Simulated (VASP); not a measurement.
# Al2Cu (P4/mmm) in VASP: single point with PBEsol

Aim: the single point of Al2Cu with PBEsol.

Everything below comes from runs of VASP 6.6.1. Logs are shortened: lines on timing, memory, paths and dates and some standing lists are left out, and cuts for length are marked.

### 1 The cell of the first run

It takes space group P4/mmm (No. 123, tetragonal). Conventional cell: a = 4.105 Å, b = 4.105 Å, c = 2.891 Å, α = 90.00°, β = 90.00°, γ = 90.00°. Within 3.3 Å of Al (site symmetry mmm) lie 4 Cu at 2.51 Å and 6 Al at 2.89 to 2.90 Å. Cu (site symmetry 4/mmm) has 8 Al at 2.51 Å and 2 Cu at 2.89 Å within 3.3 Å.

### 2 Single point, PBEsol

Contents of INCAR:

```
SYSTEM = Al2Cu
PREC = Accurate ; ENCUT = 520
EDIFF = 1E-6 ; ISMEAR = 1
SIGMA = 0.1 ; LREAL = .False.
LASPH = .True. ; NELM = 60
ALGO = Normal ; ISIF = 2
LWAVE = .False. ; LCHARG = .False.
GGA = PS ; NBANDS = 16
```

Contents of KPOINTS:

```
Automatic mesh
0
Gamma
  5 5 7
  0 0 0
```

Contents of POSCAR:

```
Al2Cu
1.0
    4.1051820000      0.0000000000      0.0000000000
    0.0000000000      4.1051820000      0.0000000000
    0.0000000000      0.0000000000      2.8913130000
Al Cu
2 1
Direct
    0.5000000000      0.0000000000      0.5000000000
    0.0000000000      0.5000000000      0.5000000000
    0.0000000000      0.0000000000      0.0000000000
```

Potentials or basis: VASP PAW PBE potentials, release 64 (Al, Cu).

Launch:

```bash
cat potpaw_PBE.64/Al/POTCAR potpaw_PBE.64/Cu/POTCAR > POTCAR
mpirun -np 1 vasp_std > vasp.out
```

OUTCAR:

```text
SYSTEM = Al2Cu
   PREC = Accurate
   ENCUT = 520
   EDIFF = 1E-6
   ISMEAR = 1
   LREAL = .False.
   LASPH = .True.
   NELM = 60
   ISIF = 2
   GGA = PS

 ion  position               nearest neighbor table
   1  0.500  0.000  0.500-   3 2.51   3 2.51   3 2.51   3 2.51   2 2.90   2 2.90   2 2.90   2 2.90

   2  0.000  0.500  0.500-   3 2.51   3 2.51   3 2.51   3 2.51   1 2.90   1 2.90   1 2.90   1 2.90

   3  0.000  0.000  0.000-   1 2.51   2 2.51   1 2.51   2 2.51   2 2.51   2 2.51   1 2.51   1 2.51

  LATTYP: Found a simple tetragonal cell.
 ALAT       =     4.1051820000
 C/A-ratio  =     0.7043081159

  Lattice vectors:

 A1 = (   4.1051820000,   0.0000000000,   0.0000000000)
 A2 = (   0.0000000000,   4.1051820000,   0.0000000000)
 A3 = (   0.0000000000,   0.0000000000,   2.8913130000)

Analysis of symmetry for initial positions (statically):
=====================================================================
 Subroutine PRICEL returns:
 Original cell was already a primitive cell.

 Routine SETGRP: Setting up the symmetry group for a
 simple tetragonal supercell.

 Subroutine GETGRP returns: Found 16 space group operations
 (whereof 16 operations were pure point group operations)
 out of a pool of 16 trial point group operations.

The static configuration has the point symmetry D_4h.

Analysis of symmetry for dynamics (positions and initial velocities):
=====================================================================
 Subroutine PRICEL returns:
 Original cell was already a primitive cell.

 Routine SETGRP: Setting up the symmetry group for a
 simple tetragonal supercell.

 Subroutine GETGRP returns: Found 16 space group operations
 (whereof 16 operations were pure point group operations)
 out of a pool of 16 trial point group operations.

The dynamic configuration has the point symmetry D_4h.

 Subroutine INISYM returns: Found 16 space group operations
 (whereof 16 operations are pure point group operations),
 and found     1 'primitive' translations

----------------------------------------------------------------------------------------

                                     Primitive cell

  volume of cell :      48.7259

  direct lattice vectors                    reciprocal lattice vectors
     4.105182000  0.000000000  0.000000000     0.243594559  0.000000000  0.000000000
     0.000000000  4.105182000  0.000000000     0.000000000  0.243594559  0.000000000
[... 86 lines left out ...]
   EDIFF  = 0.1E-05   stopping-criterion for ELM
   LREAL  =      F    real-space projection
   EDIFFG = 0.1E-04   stopping-criterion for IOM
   NSW    =      0    number of steps for IOM
   IBRION =     -1    ionic relax: 0-MD 1-quasi-New 2-CG
   NFREE  =      0    steps in history (QN), initial steepest desc. (CG)
   ISIF   =      2    stress and relaxation
   ISYM   =      2    0-nonsym 1-usesym 2-fastsym
   POTIM  = 0.5000    time-step for ionic-motion
   TEBEG  =    0.0;   TEEND  =   0.0 temperature during run
   PSTRESS=    0.0 pullay stress
   NELECT =      17.0000    total number of electrons
   NUPDOWN=      -1.0000    fix difference up-down
   EMIN   =  10.00;   EMAX   =-10.00  energy-range for DOS
   EFERMI =   0.00;   METHOD = LEGACY
   ISMEAR =     1;   SIGMA  =   0.10  broadening in eV -4-tet -1-fermi 0-gaus
   EFERMI_NEDOS =   21; number of points for ismear=-14 and -15
   IALGO  =     38    algorithm
   IMIX   =      4    mixing-type and parameters
     AMIX     =   0.40;   BMIX     =  1.00
     AMIX_MAG =   1.60;   BMIX_MAG =  1.00
  volume/ion in A,a.u.               =      16.24       109.61
  Fermi-wavevector in a.u.,A,eV,Ry     =   1.152492  2.177894 18.071765  1.328237
  Thomas-Fermi vector in A             =   2.289142
   LORBIT       =      0    0 simple, 1 ext, 2 COOP (PROOUT), +10 PAW based schemes
   GGA     = PS    functional components
   LHFCALC =     F    Hartree Fock is set to
   AEXX    =    0.0000 exact exchange contribution
   IVDW    =     0    specifies the selected vdW correction
   LEPSILON=     F    determine dielectric tensor
   LRPA    =     F    only Hartree local field effects (RPA)
 non-spin polarized calculation
 Methfessel and Paxton  Order N= 1 SIGMA  =   0.10
  energy-cutoff  :      520.00
  volume of cell :       48.73
 maximum number of plane-waves:      1339
 NGX is ok and might be reduce to    32
   NGX = 15   NGY = 15   NGZ = 11

 number of electron      16.9999979 magnetization

 Free energy of the ion-electron system (eV)
  ---------------------------------------------------
  ext. energy  EPLUGINS =         0.00000000
  ---------------------------------------------------
  free energy    TOTEN  =       -12.49560602 eV

  energy without entropy =      -12.49563524  energy(sigma->0) =      -12.49561576

 E-fermi :   6.9202     XC(G=0): -10.4892

 val. band max:        6.7581527262   @ k =   0.4000   0.2000   0.1429
 cond. band min:       6.9469474910   @ k =   0.2000   0.0000   0.2857
 fundamental gap:      0.1887947648
 Fermi energy:         6.9202336157

 k-point     1 :       0.0000    0.0000    0.0000
  band No.  band energies     occupation
      1      -3.4726      2.00000
      2       1.6346      2.00000
      3       2.1319      2.00000
      4       2.7990      2.00000
      5       2.9758      2.00000
      6       2.9758      2.00000
[... 433 lines left out ...]
      3       2.6199      2.00000
      4       2.6934      2.00000
      5       2.7416      2.00000
      6       3.0237      2.00000
[... 8 lines left out ...]
     15      18.5998      0.00000
     16      18.6187      0.00000

------------------------ aborting loop because EDIFF is reached ----------------------------------------

  FORCE on cell =-STRESS in cart. coord.  units (eV):
  Direction    XX          YY          ZZ          XY          YZ          ZX
  --------------------------------------------------------------------------------------
  -------------------------------------------------------------------------------------
  Total       -0.5736566     -0.5736566     -1.1022840      0.0000000     -0.0000000      0.0000000
  in kB      -18.8626454    -18.8626454    -36.2446707      0.0000000     -0.0000000      0.0000000
  external PRESSURE =     -24.6566538 kB  Pullay stress =       0.0000000 kB

 VOLUME and BASIS-vectors are now :
 -----------------------------------------------------------------------------
  energy-cutoff  :      520.00
  volume of cell :       48.73
      direct lattice vectors                 reciprocal lattice vectors
     4.105182000  0.000000000  0.000000000     0.243594559  0.000000000  0.000000000
     0.000000000  4.105182000  0.000000000     0.000000000  0.243594559  0.000000000
     0.000000000  0.000000000  2.891313000     0.000000000  0.000000000  0.345863627

 POSITION                                       TOTAL-FORCE (eV/Angst)
 -----------------------------------------------------------------------------------
      2.05259      0.00000      1.44566         0.000000      0.000000      0.000000
      0.00000      2.05259      1.44566         0.000000      0.000000      0.000000
      0.00000      0.00000      0.00000         0.000000      0.000000      0.000000
 -----------------------------------------------------------------------------------
    total drift:                                0.000000     -0.000000      0.000000

  FREE ENERGIE OF THE ION-ELECTRON SYSTEM (eV)
  ---------------------------------------------------
  free  energy   TOTEN  =       -12.4956060215 eV

  energy  without entropy=      -12.4956352392  energy(sigma->0) =      -12.49561576
```

stdout:

```text
POSCAR found type information on POSCAR AlCu
 POSCAR found :  2 types and       3 ions
 scaLAPACK will be used
 -----------------------------------------------------------------------------
|                                                                             |
|                                                                             |
|     You enforced a specific xc type in the INCAR file but a different       |
|     I HOPE YOU KNOW WHAT YOU ARE DOING!                                     |
|                                                                             |
 -----------------------------------------------------------------------------

 LDA part: xc-table for (Slater+PW92), standard interpolation
 POSCAR, INCAR and KPOINTS ok, starting setup
 FFT: planning ... GRIDC
 FFT: planning ... GRID_SOFT
 FFT: planning ... GRID
 WAVECAR not read
 entering main loop
```

Wall time 20 s (1 thread of Intel Xeon 8259CL, shared host); peak memory 0.17 GiB.

What came out:

```yaml
Free_energy: -12.4956 eV
Pressure: -2.5 GPa
```

Levels at points of the mesh, in eV from the Fermi level:
| k point | band 6 | band 7 | band 8 | band 9 | band 10 | band 11 |
| --- | --- | --- | --- | --- | --- | --- |
| (0.00, 0.00, 0.00) | -3.94 | -2.23 | -2.23 | 0.04 | 1.01 | 6.07 |

Caveat: the PAW data sets were made with another functional, which shifts forces and pressure a little.
